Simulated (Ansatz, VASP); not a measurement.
**Two plane-wave programs on GdRe3**

File INCAR:

```
PREC = Accurate
ENCUT = 600
EDIFF = 1E-6
ISMEAR = 0
SIGMA = 0.05
LREAL = False
LASPH = True
NELM = 200
ALGO = Normal
ISIF = 2
LWAVE = False
LCHARG = True
ISPIN = 2
MAGMOM = 7 -7 0 0 0 0 0 0
LORBIT = 11
LMAXMIX = 6
LDAU = True
LDAUTYPE = 2
LDAUL = 3 -1
LDAUU = 6 0
LDAUJ = 0 0
LDAUPRINT = 1
GGA = PE
LVHAR = True
NBANDS = 53
GGA_COMPAT = False
KPAR = 4
```

File KPOINTS:

```
regular mesh
0
Gamma
  8 8 4
```

Contents of POSCAR:

```
GdRe3
1.0
    4.1337201340      0.0000000000      0.0000000000
    0.0000000000      4.1337201340      0.0000000000
    0.0000000000      0.0000000000      8.2674402680
Gd Re
2 6
Direct
    0.0000000000      0.0000000000      0.0000000000
    0.0000000000      0.0000000000      0.5000000000
    0.0000000000      0.5000000000      0.2500000000
    0.5000000000      0.5000000000      0.0000000000
    0.5000000000      0.0000000000      0.2500000000
    0.0000000000      0.5000000000      0.7500000000
    0.5000000000      0.5000000000      0.5000000000
    0.5000000000      0.0000000000      0.7500000000
```

Input for Ansatz:

```yaml
crystal:
  lattice:
    - [4.133720134, 0.0, 0.0]
    - [0.0, 4.133720134, 0.0]
    - [0.0, 0.0, 8.267440268]
  atoms:
    - { symbol: Gd, position: [0.0, 0.0, 0.0], spin: 7.0 }
    - { symbol: Re, position: [0.0, 0.5, 0.25] }
    - { symbol: Re, position: [0.5, 0.5, 0.0] }
    - { symbol: Re, position: [0.5, 0.0, 0.25] }
    - { symbol: Gd, position: [0.0, 0.0, 0.5], spin: -7.0 }
    - { symbol: Re, position: [0.0, 0.5, 0.75] }
    - { symbol: Re, position: [0.5, 0.5, 0.5] }
    - { symbol: Re, position: [0.5, 0.0, 0.75] }
basis:
  ecutwfc: 420
  ecutrho_ratio: 4
kpoints:
  mp_grid: { grid: [8, 8, 4] }
hamiltonian:
  xc: pbe
  hubbard: { sites: [{ species: Gd, l: f, u_eff: 6.0 }] }
scf:
  occupations: { method: gaussian, width: 0.05 }
  lower_state_search: "off"
output:
  forces: true
  stress: true
  eigenvalues: true
  populations: true
  hubbard: { sites: [{ species: Gd, l: f }] }
  write_density: true
  write_potential: true
  elf: true
  volumetric_format: npy
magnetization:
  spin_polarized: true
checkpoint:
  read: start.run
  write: ck
  compress: false
  write_wavefunctions: false
  write_every: 100000
```

Alike in both runs: task single point; functional PBE; k mesh 8 × 8 × 4; occupations gaussian, width 0.05 eV; collinear spin; Hubbard terms Gd f U = 6.0 eV.

|  | VASP | Ansatz |
| --- | --- | --- |
| version | VASP 6.6.1 | Ansatz 0.2.0 |
| potentials or method | VASP PAW PBE potentials, release 64 (Gd, Re), cutoff 600 eV | scalar-relativistic, plane waves, PAW |
| valence electrons in the cell | 78 | 126 |

```csv
,VASP,Ansatz,Ansatz less VASP
gap on the k mesh at the Fermi level (eV),none,none,-
pressure (GPa),-0.1,-0.1,-0.01
net moment per atom (μB),0.00,0.00,0.000
size of the moment on the site where the two differ most (μB),6.91,7.06,+0.146
```

Site moments also hang on the region over which each program counts them. The programs project onto different local orbitals, so the same U acts differently, and such runs can settle in different states. A gap of «none» marks a metal or a gap that the smearing closes. VASP's potentials hold 78 valence electrons a cell and Ansatz's 126, so a difference there can come from the potentials and not from the codes. Ansatz's warnings: filled band counts differ across k points.

Neither program's run includes spin-orbit coupling.
